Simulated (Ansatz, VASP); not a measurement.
TiC: VASP beside Ansatz

```
CELL_PARAMETERS angstrom
0.00000 2.16400 2.16400
2.16400 0.00000 2.16400
2.16400 2.16400 0.00000
ATOMIC_POSITIONS crystal
Ti 0.00000 0.00000 0.00000
C 0.50000 0.50000 0.50000
```

Alike in both runs: task single point; functional LDA; k mesh 8 × 8 × 8; occupations gaussian, width 0.1 eV; no spin polarisation.

```csv
,VASP,Ansatz
version,VASP 6.6.1,Ansatz 0.2.0
potentials or method,"VASP PAW LDA potentials, release 64 (Ti_sv, C), cutoff 600 eV","scalar-relativistic, plane waves, PAW"
valence electrons in the cell,16,16
```

```tsv
	VASP	Ansatz	Ansatz less VASP
gap on the k mesh at the Fermi level (eV)	none	none	-
pressure (GPa)	-11.6	-12.0	-0.46
```

LDA's correlation is that of Perdew and Zunger in VASP and of Perdew and Wang (1992) in Ansatz. A gap of «none» marks a metal or a gap that the smearing closes.
